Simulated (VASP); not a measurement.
Write the native input for VASP 6.6.1 that does the following.

| Item | Value |
| --- | --- |
| Task | single point |
| Functional | r2SCAN |
| Dispersion | rVV10 |
| Potentials or basis | VASP PAW PBE potentials, release 64 (Ag) |
| Cutoff | 520 eV |
| k mesh | 15 × 15 × 1 |
| Occupations | methfessel-paxton, width 0.1 eV |
| Spin | no spin polarisation |
| Dipole correction | yes |
| Further INCAR settings | ALGO = Normal; EDIFF = 1e-06; NBANDS = 30 |

System: Ag, a slab with vacuum.

```
CELL_PARAMETERS angstrom
2.92394 0.00000 0.00000
-1.46197 2.53221 0.00000
0.00000 0.00000 28.38218
ATOMIC_POSITIONS crystal
Ag 0.33333 0.66667 0.53310
Ag 0.00000 0.00000 0.61610
Ag 0.66667 0.33333 0.69816
Ag 0.33333 0.66667 0.77996
```

These files were run (other wordings do the same):

POSCAR

```
Ag
1.0
    2.9239437779      0.0000000000      0.0000000000
   -1.4619718890      2.5322095909      0.0000000000
    0.0000000000      0.0000000000     28.3821819660
Ag
4
Direct
    0.3333333333      0.6666666667      0.5330999274
    0.0000000000      1.0000000000      0.6160978075
    0.6666666667      0.3333333333      0.6981566877
    0.3333333333      0.6666666667      0.7799594662
```

INCAR.step1

```
SYSTEM = Ag
PREC     = Accurate       ! precision mode
ENCUT    = 520            ! plane-wave cutoff, eV
ISMEAR   = 1              ! smearing method
SIGMA    = 0.1            ! smearing width, eV
LREAL    = .FALSE.        ! projectors in reciprocal space
LASPH    = .TRUE.         ! aspherical terms in the spheres
NELM     = 100            ! most SCF steps
LDIPOL   = .TRUE.       
IDIPOL   = 3            
DIPOL    = 0.5 0.5 0.657
NBANDS   = 30             ! bands
GGA      = PE             ! functional
ALGO     = Normal         ! electronic algorithm
EDIFF    = 1E-4           ! SCF threshold, eV
LWAVE    = .TRUE.         ! write WAVECAR
LCHARG   = .FALSE.        ! write CHGCAR
```

INCAR.step2

```
SYSTEM = Ag
PREC     = Accurate       ! precision mode
ENCUT    = 520            ! plane-wave cutoff, eV
EDIFF    = 1E-6           ! SCF threshold, eV
ISMEAR   = 1              ! smearing method
SIGMA    = 0.1            ! smearing width, eV
LREAL    = .FALSE.        ! projectors in reciprocal space
LASPH    = .TRUE.         ! aspherical terms in the spheres
NELM     = 100            ! most SCF steps
ALGO     = Normal         ! electronic algorithm
ISIF     = 2              ! what is computed and relaxed
LWAVE    = .FALSE.        ! write WAVECAR
LCHARG   = .FALSE.        ! write CHGCAR
LDIPOL   = .TRUE.       
IDIPOL   = 3            
DIPOL    = 0.5 0.5 0.657
METAGGA  = R2SCAN         ! meta-GGA
LMIXTAU  = .TRUE.       
LUSE_VDW = .TRUE.       
IVDW_NL  = 2            
BPARAM   = 11.95        
CPARAM   = 0.0093       
NBANDS   = 30             ! bands
ISTART   = 1
```

KPOINTS

```
regular mesh
0
G
  15 15 1
  0 0 0
```

Potentials or basis: VASP PAW PBE potentials, release 64 (Ag).

Command:

```console
$ cat potpaw_PBE.64/Ag/POTCAR > POTCAR
$ cp INCAR.step1 INCAR
$ mpirun -np 1 vasp_std > vasp.out
$ cp INCAR.step2 INCAR
$ mpirun -np 1 vasp_std > vasp.out
```

It gave:

* Largest force: 0.143 eV/Å
* Band gap on the k mesh: zero (bands 22 and 23 overlap by 6.78 eV)

Caveat: the PAW data sets were made with another functional, which shifts forces and pressure a little.

Wall time 15 min on 1 thread of AMD EPYC 9R14 (Zen 4), on a shared host, peak memory 0.84 GiB.
